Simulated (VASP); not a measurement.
A run of VASP 6.6.1 is set up as follows.

File INCAR:

```
PREC     = Accurate       # precision mode
ENCUT    = 600            # plane-wave cutoff, eV
EDIFF    = 1E-6           # SCF threshold, eV
ISMEAR   = 1              # smearing method
SIGMA    = 0.05           # smearing width, eV
LREAL    = False          # projectors in reciprocal space
LASPH    = True           # aspherical terms in the spheres
NELM     = 80             # most SCF steps
ALGO     = Normal         # electronic algorithm
ISIF     = 3              # what is computed and relaxed
LWAVE    = False          # write WAVECAR
LCHARG   = False          # write CHGCAR
GGA      = PE             # functional
IBRION   = 2              # ionic algorithm
NSW      = 60             # ionic steps
EDIFFG   = -0.03          # ionic threshold
PSTRESS  = 300.0
```

KPOINTS

```
Automatic mesh
0
Gamma
  14 14 14
```

The input POSCAR:

```
S
1.0
    0.0000000000      2.8900000000      2.8900000000
    2.8900000000      0.0000000000      2.8900000000
    2.8900000000      2.8900000000      0.0000000000
S
2
Direct
    0.0000000000      0.0000000000      0.0000000000
    0.2500000000      0.2500000000      0.2500000000
```

Potentials or basis: VASP PAW PBE potentials, release 64 (S).

Run with:

```sh
$ cat potpaw_PBE.64/S/POTCAR > POTCAR
$ mpirun -np 1 vasp_std > vasp.out
```

**Question.** Predict the space group after relaxing (to 0.05 Å).

**Answer.** Fd-3m (No. 227).

**Question.** Predict the relaxed volume.

**Answer.** 16.60 Å³/atom.

**Question.** What does it give for the relaxed cell?

**Answer.** a = 3.608 Å, b = 3.608 Å, c = 3.608 Å, α = 60.00°, β = 60.00°, γ = 60.00°.

Final structure:
```
S
1.0
     0.00000    2.55096    2.55096
     2.55096    0.00000    2.55096
     2.55096    2.55096    0.00000
S
2
Direct
  0.00000 0.00000 0.00000
  0.25000 0.25000 0.25000
```

Caveat: the cell is relaxed towards a set pressure, so the enthalpy falls and the energy may rise; the volume moved by over 15 % at a fixed basis, so the end points are rough.
